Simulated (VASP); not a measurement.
# Ti (P6_3/mmc) in VASP: further runs

The runs below take Ti through single point, with PBE.

Program: VASP 6.6.1. These are calculated values, not measurements. Logs are shortened: lines on timing, memory, paths and dates and some standing lists are left out, and cuts for length are marked.

**1. The cell of the first run**

Symmetry: P6_3/mmc, No. 194, hexagonal system. Conventional cell: a = 2.902 Å, b = 2.902 Å, c = 4.841 Å, α = 90.00°, β = 90.00°, γ = 120.00°. Within 3.8 Å of Ti (site symmetry -6m2) lie 12 Ti at 2.90 to 2.94 Å.

**2. Single point, PBE**

INCAR reads:

```
SYSTEM = Ti
ALGO = Fast
EDIFF = 1E-6
ENCUT = 520
GGA = PE
ISIF = 2
ISMEAR = 0
LASPH = .True.
LCHARG = .False.
LREAL = .False.
LWAVE = .False.
NBANDS = 19
NELM = 60
PREC = Accurate
SIGMA = 0.15
```

KPOINTS reads:

```
k-points
0
Gamma
  24 24 14
  0 0 0
```

POSCAR reads:

```
Ti
1.0
    2.9024089280      0.0000000000      0.0000000000
   -1.4512044640      2.5135598638      0.0000000000
    0.0000000000      0.0000000000      4.8409264427
Ti
2
Direct
    0.3333333333      0.6666666667      0.2500000000
    0.6666666667      0.3333333333      0.7500000000
```

Potentials or basis: VASP PAW PBE potentials, release 64 (Ti_sv).

The run is started by

```sh
cat potpaw_PBE.64/Ti_sv/POTCAR > POTCAR
mpirun -np 1 vasp_std > vasp.out
```

OUTCAR:

```text
SYSTEM = Ti
   EDIFF = 1E-6
   ENCUT = 520
   GGA = PE
   ISIF = 2
   ISMEAR = 0
   LASPH = .True.
   LREAL = .False.
   NELM = 60
   PREC = Accurate

 ion  position               nearest neighbor table
   1  0.333  0.667  0.250-
   2  0.667  0.333  0.750-

  LATTYP: Found a hexagonal cell.
 ALAT       =     2.9024089280
 C/A-ratio  =     1.6678995148

  Lattice vectors:

 A1 = (   2.9024089280,   0.0000000000,   0.0000000000)
 A2 = (  -1.4512044640,   2.5135598638,   0.0000000000)
 A3 = (   0.0000000000,   0.0000000000,   4.8409264427)

Analysis of symmetry for initial positions (statically):
=====================================================================
 Subroutine PRICEL returns:
 Original cell was already a primitive cell.

 Routine SETGRP: Setting up the symmetry group for a
 hexagonal supercell.

 Subroutine GETGRP returns: Found 24 space group operations
 (whereof 12 operations were pure point group operations)
 out of a pool of 24 trial point group operations.

The static configuration has the point symmetry D_3d.
 The point group associated with its full space group is D_6h.

Analysis of symmetry for dynamics (positions and initial velocities):
=====================================================================
 Subroutine PRICEL returns:
 Original cell was already a primitive cell.

 Routine SETGRP: Setting up the symmetry group for a
 hexagonal supercell.

 Subroutine GETGRP returns: Found 24 space group operations
 (whereof 12 operations were pure point group operations)
 out of a pool of 24 trial point group operations.

The dynamic configuration has the point symmetry D_3d.
 The point group associated with its full space group is D_6h.

 Subroutine INISYM returns: Found 24 space group operations
 (whereof 12 operations are pure point group operations),
 and found     1 'primitive' translations

----------------------------------------------------------------------------------------

                                     Primitive cell

  volume of cell :      35.3164

  direct lattice vectors                    reciprocal lattice vectors
     2.902408928  0.000000000  0.000000000     0.344541388  0.198921063  0.000000000
    -1.451204464  2.513559864  0.000000000     0.000000000  0.397842126  0.000000000
     0.000000000  0.000000000  4.840926443     0.000000000  0.000000000  0.206572030

  length of vectors
     2.902408928  2.902408928  4.840926443     0.397842126  0.397842126  0.206572030
[... 73 lines left out ...]
   ISTART =      0    job   : 0-new  1-cont  2-samecut
   ICHARG =      2    charge: 1-file 2-atom 10-const
   ISPIN  =      1    spin polarized calculation?
   LNONCOLLINEAR =      F non collinear calculations
   LSORBIT =      F    spin-orbit coupling
   LASPH  =      T    aspherical Exc in radial PAW
   ENCUT  =  520.0 eV  38.22 Ry    6.18 a.u.   5.40  5.40  9.00*2*pi/ulx,y,z
   NELM   =     60;   NELMIN=  2; NELMDL= -5     # of ELM steps
   EDIFF  = 0.1E-05   stopping-criterion for ELM
   LREAL  =      F    real-space projection
[... 7 lines left out ...]
   TEBEG  =    0.0;   TEEND  =   0.0 temperature during run
   PSTRESS=    0.0 pullay stress
   NELECT =      24.0000    total number of electrons
   NUPDOWN=      -1.0000    fix difference up-down
   EMIN   =  10.00;   EMAX   =-10.00  energy-range for DOS
   EFERMI =   0.00;   METHOD = LEGACY
   ISMEAR =     0;   SIGMA  =   0.15  broadening in eV -4-tet -1-fermi 0-gaus
   EFERMI_NEDOS =   21; number of points for ismear=-14 and -15
   IALGO  =     68    algorithm
   IMIX   =      4    mixing-type and parameters
     AMIX     =   0.40;   BMIX     =  1.00
     AMIX_MAG =   1.60;   BMIX_MAG =  1.00
  volume/ion in A,a.u.               =      17.66       119.16
  Fermi-wavevector in a.u.,A,eV,Ry     =   1.439306  2.719894 28.185854  2.071602
  Thomas-Fermi vector in A             =   2.558176
   LORBIT       =      0    0 simple, 1 ext, 2 COOP (PROOUT), +10 PAW based schemes
   GGA     = PE    functional components
   LHFCALC =     F    Hartree Fock is set to
   AEXX    =    0.0000 exact exchange contribution
   IVDW    =     0    specifies the selected vdW correction
   LEPSILON=     F    determine dielectric tensor
   LRPA    =     F    only Hartree local field effects (RPA)
 non-spin polarized calculation
 RMM-DIIS sequential band-by-band and
 Gauss-broadening in eV      SIGMA  =   0.15
  energy-cutoff  :      520.00
  volume of cell :       35.32
 maximum number of plane-waves:       984
 NGX is ok and might be reduce to    24

 number of electron      23.9999999 magnetization

 Free energy of the ion-electron system (eV)
  ---------------------------------------------------
  ext. energy  EPLUGINS =         0.00000000
  ---------------------------------------------------
  free energy    TOTEN  =       -15.65832879 eV

  energy without entropy =      -15.63385312  energy(sigma->0) =      -15.64609095

 E-fermi :   8.1432     XC(G=0): -11.4189

 val. band max:        8.1407852616   @ k =   0.0417   0.0417   0.4286
 cond. band min:       8.1458757675   @ k =   0.2917   0.2083   0.3571
 fundamental gap:      0.0050905059
 Fermi energy:         8.1431614511

 k-point     1 :       0.0000    0.0000    0.0000
  band No.  band energies     occupation
      1     -48.7102      2.00000
      2     -48.6056      2.00000
      3     -25.2401      2.00000
      4     -24.6406      2.00000
      5     -24.6314      2.00000
      6     -24.6314      2.00000
[... 505 lines left out ...]
      6     -24.7815      2.00000
[... 11 lines left out ...]
     18      11.6915      0.00000
     19      12.4128      0.00000

 [... further k-points ...]

------------------------ aborting loop because EDIFF is reached ----------------------------------------

  FORCE on cell =-STRESS in cart. coord.  units (eV):
  Direction    XX          YY          ZZ          XY          YZ          ZX
  --------------------------------------------------------------------------------------
  -------------------------------------------------------------------------------------
  Total       -0.0110003     -0.0110003     -1.2358277      0.0000000      0.0000000      0.0000000
  in kB       -0.4990420     -0.4990420    -56.0650460      0.0000000      0.0000000      0.0000000
  external PRESSURE =     -19.0210433 kB  Pullay stress =       0.0000000 kB

 VOLUME and BASIS-vectors are now :
 -----------------------------------------------------------------------------
  energy-cutoff  :      520.00
  volume of cell :       35.32
      direct lattice vectors                 reciprocal lattice vectors
     2.902408928  0.000000000  0.000000000     0.344541388  0.198921063  0.000000000
    -1.451204464  2.513559864  0.000000000     0.000000000  0.397842126  0.000000000
     0.000000000  0.000000000  4.840926443     0.000000000  0.000000000  0.206572030

 POSITION                                       TOTAL-FORCE (eV/Angst)
 -----------------------------------------------------------------------------------
     -0.00000      1.67571      1.21023         0.000000     -0.000000      0.000000
      1.45120      0.83785      3.63069        -0.000000      0.000000      0.000000
 -----------------------------------------------------------------------------------
    total drift:                               -0.000000      0.000000     -0.000000

  FREE ENERGIE OF THE ION-ELECTRON SYSTEM (eV)
  ---------------------------------------------------
  free  energy   TOTEN  =       -15.6583287888 eV

  energy  without entropy=      -15.6338531184  energy(sigma->0) =      -15.64609095
```

OSZICAR:

```text
N       E                     dE             d eps       ncg     rms          rms(c)
DAV:   1     0.265061189761E+03    0.26506E+03   -0.13077E+04 18560   0.157E+03
DAV:   2     0.127944947077E+02   -0.25227E+03   -0.24824E+03 19051   0.442E+02
DAV:   3    -0.164068361173E+02   -0.29201E+02   -0.28834E+02 34476   0.124E+02
[... 27 lines left out ...]
RMM:  31    -0.156583251527E+02   -0.13316E-05   -0.22596E-05 24425   0.232E-02    0.112E-02
RMM:  32    -0.156583262624E+02   -0.11097E-05   -0.15906E-05 21869   0.200E-02    0.829E-03
RMM:  33    -0.156583273413E+02   -0.10789E-05   -0.14781E-05 21718   0.184E-02    0.615E-03
RMM:  34    -0.156583280443E+02   -0.70295E-06   -0.10084E-05 21907   0.168E-02    0.424E-03
RMM:  35    -0.156583287888E+02   -0.74451E-06   -0.93864E-06 19992   0.148E-02
   1 F= -.15658329E+02 E0= -.15646091E+02  d E =-.244757E-01
```

Wall time 4.7 min (1 thread of Intel Xeon 6975P-C (Granite Rapids), shared host); peak memory 0.37 GiB.

Results:

| Property | Result |
| --- | --- |
| Free energy | -15.6583 eV |
| Pressure | -1.9 GPa |
| Band gap on the k mesh | zero (bands 12 and 13 overlap by 0.87 eV) |

Stress tensor (GPa, compression positive):
```
-0.05  0.00  0.00
 0.00 -0.05  0.00
 0.00  0.00 -5.61
```

**3. Single point, PBE**

This run uses another cell than the first one, of the same volume but with other edges.

INCAR reads:

```
PREC     = Accurate       # precision mode
ENCUT    = 520            # plane-wave cutoff, eV
EDIFF    = 1E-7           # SCF threshold, eV
ISMEAR   = 0              # smearing method
SIGMA    = 0.15           # smearing width, eV
LREAL    = F              # projectors in reciprocal space
LASPH    = T              # aspherical terms in the spheres
NELM     = 60             # most SCF steps
ALGO     = Fast           # electronic algorithm
ISIF     = 2              # what is computed and relaxed
LWAVE    = F              # write WAVECAR
LCHARG   = F              # write CHGCAR
GGA      = PE             # functional
NBANDS   = 19             # bands
```

KPOINTS reads:

```
regular mesh
0
Gamma
  24 24 14
```

POSCAR reads:

```
Ti
1.0
    3.1777888630      0.0000000000      0.0000000000
   -1.5888944315      2.7520458832      0.0000000000
    0.0000000000      0.0000000000      4.0382723830
Ti
2
Direct
    0.3333333333      0.6666666667      0.2500000000
    0.6666666667      0.3333333333      0.7500000000
```

Potentials or basis: VASP PAW PBE potentials, release 64 (Ti_sv).

The run is started by

```sh
cat potpaw_PBE.64/Ti_sv/POTCAR > POTCAR
mpirun -np 1 vasp_std > vasp.out
```

Wall time 5.7 min (1 thread of Intel Xeon 6975P-C (Granite Rapids), shared host); peak memory 0.36 GiB.

Results (log left out):

```
Free energy            : -15.3728 eV
Pressure               : -0.5 GPa
Band gap on the k mesh : zero (bands 12 and 13 overlap by 0.91 eV)
```

Stress tensor (GPa, compression positive):
```
-5.91  0.00  0.00
 0.00 -5.91  0.00
 0.00  0.00 10.25
```

Levels at points of the mesh, in eV from the Fermi level:
| k point | band 8 | band 9 | band 10 | band 11 | band 12 | band 13 | band 14 | band 15 | band 16 | band 17 |
| --- | --- | --- | --- | --- | --- | --- | --- | --- | --- | --- |
| (0.00, 0.00, 0.00) | -32.54 | -5.96 | -2.51 | 0.57 | 0.57 | 0.80 | 0.80 | 1.45 | 1.45 | 2.25 |
| (0.50, 0.00, 0.00) | -32.63 | -2.44 | -2.19 | -1.22 | -1.16 | -0.22 | 1.60 | 2.21 | 2.61 | 3.24 |
| (0.00, 0.00, 0.50) | -32.77 | -3.58 | -3.58 | 0.03 | 0.03 | 0.03 | 0.03 | 1.20 | 1.20 | 3.20 |
| (0.50, 0.00, 0.50) | -32.64 | -2.22 | -2.22 | -0.22 | -0.22 | 1.22 | 1.22 | 1.52 | 1.52 | 3.06 |

**4. Single point, PBE**

This run uses another cell than the first one, of the same volume but with other edges.

INCAR reads:

```
ALGO = Fast
EDIFF = 1E-6
ENCUT = 520
GGA = PE
ISIF = 2
ISMEAR = 0
LASPH = T
LCHARG = F
LREAL = F
LWAVE = F
NBANDS = 19
NELM = 80
PREC = Accurate
SIGMA = 0.15
```

KPOINTS reads:

```
k-points
0
Gamma
  24 24 14
```

POSCAR reads:

```
Ti
1.0
    2.7029660044      0.0000000000      0.0000000000
   -1.3514830022      2.3408372254      0.0000000000
    0.0000000000      0.0000000000      5.5816746605
Ti
2
Direct
    0.3333333333      0.6666666667      0.2500000000
    0.6666666667      0.3333333333      0.7500000000
```

The run is started by

```sh
cat potpaw_PBE.64/Ti_sv/POTCAR > POTCAR
mpirun -np 1 vasp_std > vasp.out
```

Wall time 4.8 min (1 thread of Intel Xeon 6975P-C (Granite Rapids), shared host); peak memory 0.36 GiB.

Results (log left out):

| Property | Result |
| --- | --- |
| Free energy | -15.2441 eV |
| Pressure | -1.2 GPa |
| Band gap on the k mesh | zero (bands 12 and 13 overlap by 0.12 eV) |

Stress tensor (GPa, compression positive):
```
  5.28   0.00   0.00
  0.00   5.28   0.00
  0.00   0.00 -14.14
```

Levels at points of the mesh, in eV from the Fermi level:
```tsv
k point	band 8	band 9	band 10	band 11	band 12	band 13	band 14	band 15	band 16	band 17
(0.00, 0.00, 0.00)	-32.28	-5.95	-2.96	-0.99	-0.50	1.14	1.14	1.30	1.30	3.01
(0.50, 0.00, 0.00)	-32.49	-2.16	-2.12	-1.80	-0.11	0.63	0.77	1.95	3.30	4.47
(0.00, 0.00, 0.50)	-32.29	-4.67	-4.67	-0.80	-0.80	1.19	1.19	1.19	1.19	3.31
(0.50, 0.00, 0.50)	-32.51	-2.36	-2.36	-1.16	-1.16	1.93	1.93	2.57	2.57	3.56
```

**5. The runs side by side**

| cell | further INCAR settings | gap on the mesh (eV) | pressure (GPa) |
| --- | --- | --- | --- |
| a = 2.902, b = 2.902, c = 4.841 Å, angles 90.0, 90.0, 120.0°, 2 atoms | ALGO = Fast; EDIFF = 1e-06; NBANDS = 19 | none | -1.9 |
| a = 3.178, b = 3.178, c = 4.038 Å, angles 90.0, 90.0, 120.0°, 2 atoms | ALGO = Fast; EDIFF = 1e-07; NBANDS = 19 | none | -0.5 |
| a = 2.703, b = 2.703, c = 5.582 Å, angles 90.0, 90.0, 120.0°, 2 atoms | ALGO = Fast; EDIFF = 1e-06; NBANDS = 19 | none | -1.2 |

Alike in all rows: task single point; level PBE; potentials or basis VASP PAW PBE potentials, release 64 (Ti_sv); no spin polarisation; k mesh 24 × 24 × 14; cutoff (eV) 520; smearing gaussian 0.15 eV.

Total energies depend on the potentials used, so only differences within one code and one set of settings carry meaning.
